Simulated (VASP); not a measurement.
# NaF (P6_3/mmc) in VASP: notebook

NaF is run at these levels: PBE; tasks: G0W0 quasiparticle levels.

Program: VASP 6.6.1. These are calculated values, not measurements. Logs are shortened: lines on timing, memory, paths and dates and some standing lists are left out, and cuts for length are marked.

## (1) The cell of the first run

Symmetry: P6_3/mmc, No. 194, hexagonal system. The conventional cell has a = 3.178 Å, b = 3.178 Å, c = 5.568 Å, α = 90.00°, β = 90.00°, γ = 120.00°. Within 3.0 Å of Na (site symmetry -3m) lie 6 F at 2.30 Å and 2 Na at 2.78 Å. Within 3.0 Å of F (site symmetry -6m2) lie 6 Na at 2.30 Å.

## (2) G0W0 quasiparticle levels, PBE

Contents of POSCAR:

```
NaF
1.0
    3.1775543160      0.0000000000      0.0000000000
   -1.5887771580      2.7518427596      0.0000000000
    0.0000000000      0.0000000000      5.5676310269
Na F
2 2
Direct
    0.0000000000      0.0000000000      0.0000000000
    0.0000000000      0.0000000000      0.5000000000
    0.3333333333      0.6666666667      0.2500000000
    0.6666666667      0.3333333333      0.7500000000
```

Contents of INCAR.step1:

```
SYSTEM = NaF
ALGO = Normal
EDIFF = 1E-8
ENCUT = 500
GGA = PE
ISMEAR = 0
LASPH = .TRUE.
LCHARG = .FALSE.
LREAL = .FALSE.
LWAVE = .TRUE.
NELM = 80
PREC = Accurate
SIGMA = 0.01
```

Contents of INCAR.step2:

```
SYSTEM = NaF
ALGO = Exact
EDIFF = 1E-8
ENCUT = 500
GGA = PE
ISMEAR = 0
ISTART = 1
LASPH = .TRUE.
LCHARG = .FALSE.
LOPTICS = .TRUE.
LREAL = .FALSE.
LWAVE = .TRUE.
NBANDS = 199
NELM = 1
PREC = Accurate
SIGMA = 0.01
```

Contents of INCAR.step3:

```
SYSTEM = NaF
ALGO = EVGW0
EDIFF = 1E-8
ENCUT = 500
ENCUTGW = 140.0
GGA = PE
ISMEAR = 0
ISTART = 1
LASPH = .TRUE.
LCHARG = .FALSE.
LREAL = .FALSE.
LWAVE = .FALSE.
NBANDS = 199
NBANDSGW = 24
NELMGW = 1
NOMEGA = 96
OMEGAMAX = 20
PREC = Accurate
PRECFOCK = Fast
SIGMA = 0.01
```

Contents of KPOINTS:

```
k-points
0
G
  6 6 2
  0 0 0
```

Potentials or basis: VASP PAW PBE potentials, release 64 (Na_sv_GW, F_GW).

Started as:

```console
cat potpaw_PBE.64/Na_sv_GW/POTCAR potpaw_PBE.64/F_GW/POTCAR > POTCAR
cp INCAR.step1 INCAR
mpirun -np 1 vasp_std > vasp.out
cp INCAR.step2 INCAR
mpirun -np 1 vasp_std > vasp.out
cp INCAR.step3 INCAR
mpirun -np 1 vasp_std > vasp.out
```

OUTCAR:

```text
SYSTEM = NaF
   EDIFF = 1E-8
   ENCUT = 500
   ENCUTGW = 140.0
   GGA = PE
   ISMEAR = 0
   ISTART = 1
   LASPH = .TRUE.
   LREAL = .FALSE.
   NELMGW = 1
   PREC = Accurate
   PRECFOCK = Fast

 ion  position               nearest neighbor table
   1  0.000  0.000  0.000-   3 2.30   4 2.30   4 2.30   3 2.30   4 2.30   3 2.30   2 2.78   2 2.78

   2  0.000  0.000  0.500-   3 2.30   4 2.30   4 2.30   3 2.30   4 2.30   3 2.30   1 2.78   1 2.78

   3  0.333  0.667  0.250-   1 2.30   2 2.30   1 2.30   2 2.30   1 2.30   2 2.30
   4  0.667  0.333  0.750-   1 2.30   2 2.30   1 2.30   2 2.30   1 2.30   2 2.30

  LATTYP: Found a hexagonal cell.
 ALAT       =     3.1775543160
 C/A-ratio  =     1.7521749349

  Lattice vectors:

 A1 = (   3.1775543160,   0.0000000000,   0.0000000000)
 A2 = (  -1.5887771580,   2.7518427596,   0.0000000000)
 A3 = (   0.0000000000,   0.0000000000,   5.5676310269)

Analysis of symmetry for initial positions (statically):
=====================================================================
 Subroutine PRICEL returns:
 Original cell was already a primitive cell.

 Routine SETGRP: Setting up the symmetry group for a
 hexagonal supercell.

 Subroutine GETGRP returns: Found 24 space group operations
 (whereof 12 operations were pure point group operations)
 out of a pool of 24 trial point group operations.

The static configuration has the point symmetry D_3d.
 The point group associated with its full space group is D_6h.

Analysis of symmetry for dynamics (positions and initial velocities):
=====================================================================
 Subroutine PRICEL returns:
 Original cell was already a primitive cell.

 Routine SETGRP: Setting up the symmetry group for a
 hexagonal supercell.

 Subroutine GETGRP returns: Found 24 space group operations
 (whereof 12 operations were pure point group operations)
 out of a pool of 24 trial point group operations.

The dynamic configuration has the point symmetry D_3d.
 The point group associated with its full space group is D_6h.

 Subroutine INISYM returns: Found 24 space group operations
 (whereof 12 operations are pure point group operations),
 and found     1 'primitive' translations

----------------------------------------------------------------------------------------

                                     Primitive cell
[... 54 lines left out ...]
  0.333333  0.000000  0.000000      6.000000
  0.500000 -0.000000  0.000000      3.000000
  0.166667  0.166667  0.000000      6.000000
  0.333333  0.166667  0.000000     12.000000
  0.333333  0.333333  0.000000      2.000000
  0.000000  0.000000  0.500000      1.000000
  0.166667  0.000000  0.500000      6.000000
  0.333333  0.000000  0.500000      6.000000
  0.500000 -0.000000  0.500000      3.000000
  0.166667  0.166667  0.500000      6.000000
  0.333333  0.166667  0.500000     12.000000
  0.333333  0.333333  0.500000      2.000000
   k-points           NKPTS =     14   k-points in BZ     NKDIM =     72   number of bands    NBANDS=    199
   number of dos      NEDOS =    301   number of ions     NIONS =      4
   total plane-waves  NPLWV =  24192
   dimension x,y,z NGX =    24 NGY =   24 NGZ =   42
   dimension x,y,z NGXF=    48 NGYF=   48 NGZF=   84
   ions per type =               2   2
   NGX,Y,Z   is equivalent  to a cutoff of  12.56, 12.56, 12.54 a.u.
   NGXF,Y,Z  is equivalent  to a cutoff of  25.11, 25.11, 25.08 a.u.
 SYSTEM =  NaF
   PREC   = accura    normal or accurate (medium, high low for compatibility)
   ISTART =      1    job   : 0-new  1-cont  2-samecut
   ICHARG =      0    charge: 1-file 2-atom 10-const
   ISPIN  =      1    spin polarized calculation?
   LNONCOLLINEAR =      F non collinear calculations
   LSORBIT =      F    spin-orbit coupling
   LASPH  =      T    aspherical Exc in radial PAW
   ENCUT  =  500.0 eV  36.75 Ry    6.06 a.u.   5.79  5.79 10.15*2*pi/ulx,y,z
   NELM   =     60;   NELMIN=  2; NELMDL=  0     # of ELM steps
   EDIFF  = 0.1E-07   stopping-criterion for ELM
   LREAL  =      F    real-space projection
   EDIFFG = 0.1E-06   stopping-criterion for IOM
   NSW    =      0    number of steps for IOM
   IBRION =     -1    ionic relax: 0-MD 1-quasi-New 2-CG
   NFREE  =      0    steps in history (QN), initial steepest desc. (CG)
   ISIF   =      0    stress and relaxation
   ISYM   =      3    0-nonsym 1-usesym 2-fastsym
   POTIM  = 0.5000    time-step for ionic-motion
   TEBEG  =    0.0;   TEEND  =   0.0 temperature during run
   PSTRESS=    0.0 pullay stress
   NELECT =      32.0000    total number of electrons
   NUPDOWN=      -1.0000    fix difference up-down
   EMIN   =  10.00;   EMAX   =-10.00  energy-range for DOS
   EFERMI =   0.00;   METHOD = LEGACY
   ISMEAR =     0;   SIGMA  =   0.01  broadening in eV -4-tet -1-fermi 0-gaus
   EFERMI_NEDOS =   21; number of points for ismear=-14 and -15
   IALGO  =     38    algorithm
   IMIX   =      4    mixing-type and parameters
     AMIX     =   0.40;   BMIX     =  1.00
     AMIX_MAG =   1.60;   BMIX_MAG =  1.00
  volume/ion in A,a.u.               =      12.17        82.13
  Fermi-wavevector in a.u.,A,eV,Ry     =   1.423407  2.689849 27.566600  2.026088
  Thomas-Fermi vector in A             =   2.544008
   LORBIT       =      0    0 simple, 1 ext, 2 COOP (PROOUT), +10 PAW based schemes
   GGA     = PE    functional components
   LHFCALC =     T    Hartree Fock is set to
   PRECFOCK=fast      Normal, Fast or Accurate (Low or Medium for compatibility)
   ENCUT4O =  -1.0   cutoff for four orbital integrals eV
   NKREDX  =     1    reduce k-point grid by
   NKREDY  =     1    reduce k-point grid by
   NKREDZ  =     1    reduce k-point grid by
   AEXX    =    1.0000 exact exchange contribution
   HFSCREEN=    0.0000 screening length (either q_TF or 0.3 A-1)
   HFSCREENC=   0.0000 screening length for correlation (either q_TF or 0.3 A-1)
   ENCUTFOCK=  -1.0 apply spherical cutoff to Coloumb kernel
   IVDW    =     0    specifies the selected vdW correction
   LEPSILON=     F    determine dielectric tensor
   LRPA    =     F    only Hartree local field effects (RPA)
   LRPAFORCE           =     F    calculate RPA forces
   ENCUTGW             = 140.0    cutoff for response function in eV
   ENCUTGWSOFT         = 112.0    soft cutoff for Coulomb kernel in GW response function in eV
   ENCUTLF             =  -1.0    cutoff for local field effects
   NELMGW              =     1    number of iterations in solving QP/BSE equation
   NELMHF              =     1    number of iterations in the inner HF iteration
   NKREDLFX            =     1    NKREDLFY  =   1   NKREDLFZ  =   1
 non-spin polarized calculation
 Gauss-broadening in eV      SIGMA  =   0.01
  energy-cutoff  :      500.00
  volume of cell :       48.68
 maximum number of plane-waves:      1263
 NGX is ok and might be reduce to    24
  NGX = 14; NGY = 14; NGZ = 24
   NGX = 11   NGY = 11   NGZ = 21
 maximum number of plane-waves:       189
 NGX is ok and might be reduce to    14

 QP shifts <psi_nk| G(iteration)W_0 |psi_nk>: iteration 1
 for sc-GW calculations column KS-energies equals QP-energies in previous step
 and V_xc(KS)=  KS-energies - (<T + V_ion + V_H > + <T+V_H+V_ion>^1  + <V_x>^1)

 k-point   1 :       0.0000    0.0000    0.0000
  band No.  KS-energies  QP-energies   sigma(KS)   V_xc(KS)     V^pw_x(r,r')   Z            occupation Imag(sigma)

      1     -48.8789     -58.9434     -41.5695     -29.2360     -49.1026       0.8160       2.0000       0.2028
      2     -48.8504     -58.9366     -41.6174     -29.2794     -49.1501       0.8175       2.0000       0.1982
      3     -21.7097     -26.8497     -31.7850     -24.9055     -38.5173       0.7472       2.0000       0.3322
      4     -20.8960     -25.3494     -28.6191     -22.6963     -36.8073       0.7519       2.0000       0.7918
      5     -20.7627     -27.2706     -36.0383     -28.3748     -41.4387       0.8492       2.0000       0.0279
      6     -20.7627     -27.2706     -36.0383     -28.3748     -41.4387       0.8492       2.0000       0.0279
[... 380 lines left out ...]
     23      18.5215      20.5136      -6.8775      -9.1691      -3.4122       0.8693       0.0000      -0.0836
     24      18.5215      20.5136      -6.8775      -9.1691      -3.4122       0.8693       0.0000      -0.0836
```

Wall time 12 min (1 thread of Intel Xeon Platinum 8559C (Emerald Rapids), shared host); peak memory 0.7 GiB.

Results:

| Property | Result |
| --- | --- |
| Quasiparticle gap | 10.55 eV |
| Least direct quasiparticle gap | 10.55 eV |
| Band gap of the starting levels on the mesh | 6.37 eV |
| Least direct gap of the starting levels on the mesh | 6.37 eV |

Caveat: the k points lie up to 0.56 Å⁻¹ apart; bands, screening cutoff and mesh are small and nothing is extrapolated, so the quasiparticle values aren't converged.

## (3) G0W0 quasiparticle levels, PBE

POSCAR is that of step 2.

Contents of INCAR.step1:

```
PREC = Accurate
ENCUT = 500
EDIFF = 1E-8
ISMEAR = 0
SIGMA = 0.01
LREAL = F
LASPH = T
NELM = 100
ALGO = Normal
LWAVE = T
LCHARG = F
GGA = PE
```

Contents of INCAR.step2:

```
PREC = Accurate
ENCUT = 500
EDIFF = 1E-8
ISMEAR = 0
SIGMA = 0.01
LREAL = F
LASPH = T
NELM = 1
ALGO = Exact
LWAVE = T
LCHARG = F
GGA = PE
NBANDS = 352
LOPTICS = T
ISTART = 1
```

Contents of INCAR.step3:

```
PREC = Accurate
ENCUT = 500
EDIFF = 1E-8
ISMEAR = 0
SIGMA = 0.01
LREAL = F
LASPH = T
ALGO = EVGW0
LWAVE = F
LCHARG = F
GGA = PE
NELMGW = 1
NBANDS = 352
ENCUTGW = 200
NOMEGA = 96
PRECFOCK = Fast
ISTART = 1
NBANDSGW = 24
OMEGAMAX = 20
```

Contents of KPOINTS:

```
Automatic mesh
0
Gamma
  6 6 2
```

Potentials or basis: VASP PAW PBE potentials, release 64 (Na_sv_GW, F_GW).

Started as:

```console
cat potpaw_PBE.64/Na_sv_GW/POTCAR potpaw_PBE.64/F_GW/POTCAR > POTCAR
cp INCAR.step1 INCAR
mpirun -np 1 vasp_std > vasp.out
cp INCAR.step2 INCAR
mpirun -np 1 vasp_std > vasp.out
cp INCAR.step3 INCAR
mpirun -np 1 vasp_std > vasp.out
```

OUTCAR:

```text
PREC = Accurate
   ENCUT = 500
   EDIFF = 1E-8
   ISMEAR = 0
   LREAL = F
   LASPH = T
   GGA = PE
   NELMGW = 1
   ENCUTGW = 200
   PRECFOCK = Fast
   ISTART = 1

 ion  position               nearest neighbor table
   1  0.000  0.000  0.000-   3 2.30   4 2.30   4 2.30   3 2.30   4 2.30   3 2.30   2 2.78   2 2.78

   2  0.000  0.000  0.500-   3 2.30   4 2.30   4 2.30   3 2.30   4 2.30   3 2.30   1 2.78   1 2.78

   3  0.333  0.667  0.250-   1 2.30   2 2.30   1 2.30   2 2.30   1 2.30   2 2.30
   4  0.667  0.333  0.750-   1 2.30   2 2.30   1 2.30   2 2.30   1 2.30   2 2.30

  LATTYP: Found a hexagonal cell.
 ALAT       =     3.1775543160
 C/A-ratio  =     1.7521749349

  Lattice vectors:

 A1 = (   3.1775543160,   0.0000000000,   0.0000000000)
 A2 = (  -1.5887771580,   2.7518427596,   0.0000000000)
 A3 = (   0.0000000000,   0.0000000000,   5.5676310269)

Analysis of symmetry for initial positions (statically):
=====================================================================
 Subroutine PRICEL returns:
 Original cell was already a primitive cell.

 Routine SETGRP: Setting up the symmetry group for a
 hexagonal supercell.

 Subroutine GETGRP returns: Found 24 space group operations
 (whereof 12 operations were pure point group operations)
 out of a pool of 24 trial point group operations.

The static configuration has the point symmetry D_3d.
 The point group associated with its full space group is D_6h.

Analysis of symmetry for dynamics (positions and initial velocities):
=====================================================================
 Subroutine PRICEL returns:
 Original cell was already a primitive cell.

[... 87 lines left out ...]
   dimension x,y,z NGXF=    48 NGYF=   48 NGZF=   84
   ions per type =               2   2
   NGX,Y,Z   is equivalent  to a cutoff of  12.56, 12.56, 12.54 a.u.
   NGXF,Y,Z  is equivalent  to a cutoff of  25.11, 25.11, 25.08 a.u.
 SYSTEM =  unknown system
   PREC   = accura    normal or accurate (medium, high low for compatibility)
   ISTART =      1    job   : 0-new  1-cont  2-samecut
   ICHARG =      0    charge: 1-file 2-atom 10-const
   ISPIN  =      1    spin polarized calculation?
   LNONCOLLINEAR =      F non collinear calculations
   LSORBIT =      F    spin-orbit coupling
   LASPH  =      T    aspherical Exc in radial PAW
   ENCUT  =  500.0 eV  36.75 Ry    6.06 a.u.   5.79  5.79 10.15*2*pi/ulx,y,z
   NELM   =     60;   NELMIN=  2; NELMDL=  0     # of ELM steps
   EDIFF  = 0.1E-07   stopping-criterion for ELM
   LREAL  =      F    real-space projection
   EDIFFG = 0.1E-06   stopping-criterion for IOM
   NSW    =      0    number of steps for IOM
   IBRION =     -1    ionic relax: 0-MD 1-quasi-New 2-CG
   NFREE  =      0    steps in history (QN), initial steepest desc. (CG)
   ISIF   =      0    stress and relaxation
   ISYM   =      3    0-nonsym 1-usesym 2-fastsym
   POTIM  = 0.5000    time-step for ionic-motion
   TEBEG  =    0.0;   TEEND  =   0.0 temperature during run
   PSTRESS=    0.0 pullay stress
   NELECT =      32.0000    total number of electrons
   NUPDOWN=      -1.0000    fix difference up-down
   EMIN   =  10.00;   EMAX   =-10.00  energy-range for DOS
   EFERMI =   0.00;   METHOD = LEGACY
   ISMEAR =     0;   SIGMA  =   0.01  broadening in eV -4-tet -1-fermi 0-gaus
   EFERMI_NEDOS =   21; number of points for ismear=-14 and -15
   IALGO  =     38    algorithm
   IMIX   =      4    mixing-type and parameters
     AMIX     =   0.40;   BMIX     =  1.00
     AMIX_MAG =   1.60;   BMIX_MAG =  1.00
  volume/ion in A,a.u.               =      12.17        82.13
  Fermi-wavevector in a.u.,A,eV,Ry     =   1.423407  2.689849 27.566600  2.026088
  Thomas-Fermi vector in A             =   2.544008
   LORBIT       =      0    0 simple, 1 ext, 2 COOP (PROOUT), +10 PAW based schemes
   GGA     = PE    functional components
   LHFCALC =     T    Hartree Fock is set to
   PRECFOCK=fast      Normal, Fast or Accurate (Low or Medium for compatibility)
   ENCUT4O =  -1.0   cutoff for four orbital integrals eV
   NKREDX  =     1    reduce k-point grid by
   NKREDY  =     1    reduce k-point grid by
   NKREDZ  =     1    reduce k-point grid by
   AEXX    =    1.0000 exact exchange contribution
   HFSCREEN=    0.0000 screening length (either q_TF or 0.3 A-1)
   HFSCREENC=   0.0000 screening length for correlation (either q_TF or 0.3 A-1)
   ENCUTFOCK=  -1.0 apply spherical cutoff to Coloumb kernel
   IVDW    =     0    specifies the selected vdW correction
   LEPSILON=     F    determine dielectric tensor
   LRPA    =     F    only Hartree local field effects (RPA)
   LRPAFORCE           =     F    calculate RPA forces
   ENCUTGW             = 200.0    cutoff for response function in eV
   ENCUTGWSOFT         = 160.0    soft cutoff for Coulomb kernel in GW response function in eV
   ENCUTLF             =  -1.0    cutoff for local field effects
   NELMGW              =     1    number of iterations in solving QP/BSE equation
   NELMHF              =     1    number of iterations in the inner HF iteration
   NKREDLFX            =     1    NKREDLFY  =   1   NKREDLFZ  =   1
 non-spin polarized calculation
 Gauss-broadening in eV      SIGMA  =   0.01
  energy-cutoff  :      500.00
  volume of cell :       48.68
 maximum number of plane-waves:      1263
 NGX is ok and might be reduce to    24
  NGX = 14; NGY = 14; NGZ = 24
   NGX = 11   NGY = 11   NGZ = 21
 maximum number of plane-waves:       325

 QP shifts <psi_nk| G(iteration)W_0 |psi_nk>: iteration 1
 for sc-GW calculations column KS-energies equals QP-energies in previous step
 and V_xc(KS)=  KS-energies - (<T + V_ion + V_H > + <T+V_H+V_ion>^1  + <V_x>^1)

 k-point   1 :       0.0000    0.0000    0.0000
  band No.  KS-energies  QP-energies   sigma(KS)   V_xc(KS)     V^pw_x(r,r')   Z            occupation Imag(sigma)

      1     -48.8789     -58.2964     -40.7014     -29.2360     -49.1026       0.8214       2.0000       0.2725
      2     -48.8504     -58.2769     -40.7462     -29.2794     -49.1501       0.8221       2.0000       0.2661
      3     -21.7097     -26.7484     -31.6561     -24.9055     -38.5173       0.7464       2.0000       0.3598
      4     -20.8960     -25.2405     -28.5967     -22.6963     -36.8073       0.7363       2.0000       0.8235
      5     -20.7627     -27.0500     -35.8105     -28.3748     -41.4387       0.8455       2.0000       0.0488
      6     -20.7627     -27.0500     -35.8105     -28.3748     -41.4387       0.8455       2.0000       0.0488
[... 380 lines left out ...]
     23      18.5215      20.4792      -6.9156      -9.1691      -3.4122       0.8688       0.0000      -0.0806
     24      18.5215      20.4792      -6.9156      -9.1691      -3.4122       0.8688       0.0000      -0.0806
```

OUTCAR.step1:

```text
PREC = Accurate
   ENCUT = 500
   EDIFF = 1E-8
   ISMEAR = 0
   LREAL = F
[... 542 lines left out ...]
      0.00000      0.00000      0.00000         0.000000      0.000000      0.000000
      0.00000      0.00000      2.78382         0.000000      0.000000      0.000000
     -0.00000      1.83456      1.39191         0.000000      0.000000     -0.000000
      1.58878      0.91728      4.17572        -0.000000     -0.000000      0.000000
 -----------------------------------------------------------------------------------
    total drift:                               -0.000000      0.000000      0.000000

  FREE ENERGIE OF THE ION-ELECTRON SYSTEM (eV)
  ---------------------------------------------------
  free  energy   TOTEN  =       -21.0974357074 eV

  energy  without entropy=      -21.0974357074  energy(sigma->0) =      -21.09743571
```

OUTCAR.step2:

```text
PREC = Accurate
   ENCUT = 500
   EDIFF = 1E-8
   ISMEAR = 0
   LREAL = F
[... 990 lines left out ...]
     0.00000     1.89478     1.89478     1.92432    -0.00000    -0.00000    -0.00000
     3.07614     1.94834     1.94834     1.98298    -0.00000    -0.00000    -0.00000
     6.15229     2.35688     2.35688     2.45425    -0.00000    -0.00000    -0.00000
     9.22843     1.64913     1.64913     2.10309    -0.00000    -0.00000    -0.00000
    12.30457     1.33684     1.33684     1.35075    -0.00000    -0.00000    -0.00000
    15.38071     1.32069     1.32069     1.30877    -0.00000    -0.00000     0.00000
[... 92 lines left out ...]
   301.46201     0.99033     0.99033     0.99033     0.00000     0.00000     0.00000
   304.53815     0.99055     0.99055     0.99055     0.00000     0.00000     0.00000
```

Run time: 17 min. Hardware: 1 thread of Intel Xeon 6975P-C (Granite Rapids), shared host; peak memory 1.1 GiB.

What came out:

- Quasiparticle gap: 10.67 eV
- Least direct quasiparticle gap: 10.67 eV
- Band gap of the starting levels on the mesh: 6.37 eV
- Least direct gap of the starting levels on the mesh: 6.37 eV

Caveat: the k points lie up to 0.56 Å⁻¹ apart; bands, screening cutoff and mesh are small and nothing is extrapolated, so the quasiparticle values aren't converged.
